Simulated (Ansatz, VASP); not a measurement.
**Two plane-wave programs on Ni**

The input INCAR:

```
PREC = Accurate ; ENCUT = 690
EDIFF = 1E-6 ; ISMEAR = -1
SIGMA = 0.05 ; LREAL = False
LASPH = True ; NELM = 200
ALGO = Normal ; ISIF = 2
LWAVE = False ; LCHARG = True
ISPIN = 2 ; MAGMOM = 1
LORBIT = 11 ; NUPDOWN = 1.0
LMAXMIX = 4 ; GGA = PE
LELF = True ; LVHAR = True
NBANDS = 19 ; GGA_COMPAT = False
```

KPOINTS

```
regular mesh
0
Gamma
  11 11 11
```

POSCAR

```
Ni
1.0
    0.0000000000      1.7375729330      1.7375729330
    1.7375729330      0.0000000000      1.7375729330
    1.7375729330      1.7375729330      0.0000000000
Ni
1
Direct
    0.0000000000      0.0000000000      0.0000000000
```

The input input.yaml:

```yaml
crystal:
  lattice:
    - [0.0, 1.737572933, 1.737572933]
    - [1.737572933, 0.0, 1.737572933]
    - [1.737572933, 1.737572933, 0.0]
  atoms:
    - { symbol: Ni, position: [0.0, 0.0, 0.0], spin: 1.0 }
hamiltonian:
  xc: pbe
  pseudopotentials: { kind: paw }
magnetization:
  spin_polarized: true
  initial_magnetization: 1.0
  spin_locking: { lock_magnetization: hard }
kpoints:
  mp_grid: { grid: [11, 11, 11] }
scf:
  occupations: { method: fermi_dirac, width: 0.05 }
  lower_state_search: "off"
output:
  forces: true
  stress: true
  eigenvalues: true
```

Alike in both runs: task single point; functional PBE; k mesh 11 × 11 × 11; occupations fermi-dirac, width 0.05 eV; collinear spin; fixed moment 1 μB.

|  | VASP | Ansatz |
| --- | --- | --- |
| version | VASP 6.6.1 | Ansatz 0.2.0 |
| potentials or method | VASP PAW PBE potentials, release 64 (Ni_sv_GW) | Ansatz PAW |
| plane-wave cutoff (eV) | 690 | 420 |
| valence electrons in the cell | 18 | 18 |

```tsv
	VASP	Ansatz	Ansatz less VASP
pressure (GPa)	10.7	11.9	+1.11
net moment per atom (μB)	1.00	1.00	0.000
size of the moment on the site where the two differ most (μB)	1.01	1.01	-0.001
```

Site moments also hang on the region over which each program counts them.
